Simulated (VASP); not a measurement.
Set up this calculation in VASP 6.6.1, as the native input.

```yaml
Task: single point
Functional: r2SCAN
Potentials_or_basis: VASP PAW PBE potentials, release 64 (Zn, O)
Cutoff: 520 eV
k_mesh: 9 × 9 × 6
Occupations: gaussian, width 0.01 eV
Spin: no spin polarisation
Dipole_correction: no
Further_INCAR_settings: ALGO = Normal; EDIFF = 1e-06; NBANDS = 26
```

Crystal: ZnO.

```xyz
4
Lattice="3.2353 0.0000 0.0000 -1.6176 2.8018 0.0000 0.0000 0.0000 5.2113" Properties=species:S:1:pos:R:3 pbc="T T T"
Zn    0.0000    1.8679   -0.3075
Zn    1.6176    0.9339    2.2982
O     0.0000    1.8679    2.2982
O     1.6176    0.9339    4.9038
```

This cell differs from its parent crystal: atoms moved along the polar distortion.

One way to write it, as run:

POSCAR

```
ZnO
1.0
    3.2352635141      0.0000000000      0.0000000000
   -1.6176317571      2.8018203912      0.0000000000
    0.0000000000      0.0000000000      5.2113138462
Zn O
2 2
Direct
    0.3333333333      0.6666666667     -0.0590000000
    0.6666666667      0.3333333333      0.4410000000
    0.3333333333      0.6666666667      0.4410000000
    0.6666666667      0.3333333333      0.9410000000
```

INCAR.step1

```
SYSTEM = ZnO
PREC = Accurate ; ENCUT = 520
ISMEAR = 0 ; SIGMA = 0.01
LREAL = .False. ; LASPH = .True.
NELM = 80 ; NBANDS = 26
GGA = PE ; ALGO = Normal
EDIFF = 1E-4 ; LWAVE = .True.
LCHARG = .False.
```

INCAR.step2

```
SYSTEM = ZnO
PREC = Accurate ; ENCUT = 520
EDIFF = 1E-6 ; ISMEAR = 0
SIGMA = 0.01 ; LREAL = .False.
LASPH = .True. ; NELM = 80
ALGO = Normal ; ISIF = 2
LWAVE = .False. ; LCHARG = .False.
METAGGA = R2SCAN ; LMIXTAU = .True.
NBANDS = 26 ; ISTART = 1
```

KPOINTS

```
Automatic mesh
0
Gamma
  9 9 6
  0 0 0
```

Potentials or basis: VASP PAW PBE potentials, release 64 (Zn, O).

Command:

```console
$ cat potpaw_PBE.64/Zn/POTCAR potpaw_PBE.64/O/POTCAR > POTCAR
$ cp INCAR.step1 INCAR
$ mpirun -np 1 vasp_std > vasp.out
$ cp INCAR.step2 INCAR
$ mpirun -np 1 vasp_std > vasp.out
```

Results of the run:

```yaml
Pressure: 8.8 GPa
Band_gap_on_the_k_mesh: 1.32 eV
```

Caveat: the cell differs from its parent crystal (atoms moved along the polar distortion); the stress differs along the axes, from -4 to 15 GPa; the PAW data sets were made with another functional, which shifts forces and pressure a little.

It took 4.7 min on 1 thread of Intel Xeon 8259CL, on a shared host, peak memory 0.2 GiB.
